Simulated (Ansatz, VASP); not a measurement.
## ZrB2: VASP beside Ansatz

Contents of INCAR:

```
PREC     = Accurate       # precision mode
ENCUT    = 600            # plane-wave cutoff, eV
EDIFF    = 1E-7           # SCF threshold, eV
ISMEAR   = 0              # smearing method
SIGMA    = 0.1            # smearing width, eV
LREAL    = False          # projectors in reciprocal space
LASPH    = True           # aspherical terms in the spheres
NELM     = 80             # most SCF steps
ALGO     = Normal         # electronic algorithm
ISIF     = 3              # what is computed and relaxed
LWAVE    = False          # write WAVECAR
LCHARG   = False          # write CHGCAR
GGA      = CA             # functional
IBRION   = 2              # ionic algorithm
NSW      = 100            # ionic steps
EDIFFG   = -0.002         # ionic threshold
```

Contents of KPOINTS:

```
Automatic mesh
0
Gamma
  15 15 12
```

POSCAR

```
ZrB2
1.0
    3.1356928518      0.0000000000      0.0000000000
   -1.5678464259      2.7155896681      0.0000000000
    0.0000000000      0.0000000000      3.4863225679
Zr B
1 2
Direct
    0.0000000000      0.0000000000      0.0000000000
    0.3333333333      0.6666666667      0.5000000000
    0.6666666667      0.3333333333      0.5000000000
```

Input for Ansatz:

```yaml
crystal:
  lattice:
    - [3.1356928518, 0.0, 0.0]
    - [-1.5678464259, 2.7155896681, 0.0]
    - [0.0, 0.0, 3.4863225679]
  atoms:
    - { symbol: Zr, position: [0.0, 0.0, 0.0] }
    - { symbol: B, position: [0.3333333333, 0.6666666667, 0.5] }
    - { symbol: B, position: [0.6666666667, 0.3333333333, 0.5] }
basis:
  ecutwfc: 420
kpoints:
  mp_grid: { grid: [15, 15, 12] }
hamiltonian:
  xc: lda
  pseudopotentials: { kind: paw, azcp: { folder: soft_1 } }
scf:
  occupations: { method: gaussian, width: 0.1 }
output:
  forces: true
  stress: true
  eigenvalues: true
  write_density: true
  write_potential: true
  elf: true
  volumetric_format: npy
relax:
  adjacent_minimum: "off"
  f_tol: 0.002
  max_steps: 80
  cell: { stress_tol: 0.02 }
```

Alike in both runs: task relaxation of cell and atoms; functional LDA; k mesh 15 × 15 × 12; occupations gaussian, width 0.1 eV; no spin polarisation.

|  | VASP | Ansatz |
| --- | --- | --- |
| version | VASP 6.6.1 | Ansatz 0.2.0 |
| potentials or method | VASP PAW LDA potentials, release 64 (Zr_sv, B), cutoff 600 eV | scalar-relativistic, plane waves, PAW |
| valence electrons in the cell | 18 | 18 |

Ansatz gave:

* gap on the k mesh at the Fermi level, each at its own relaxed structure (eV): none
* relaxed volume (Å³/atom): 9.89
* relaxed cell length with the largest relative difference (Å): 3.489

Task: What did VASP give for the same quantities?

Result: gap on the k mesh at the Fermi level, each at its own relaxed structure (eV): none; relaxed volume (Å³/atom): 9.90; relaxed cell length with the largest relative difference (Å): 3.492.

Ansatz warns that its potentials were made for another functional, while VASP's fit it. LDA's correlation is that of Perdew and Zunger in VASP and of Perdew and Wang (1992) in Ansatz. A gap of «none» marks a metal or a gap that the smearing closes.
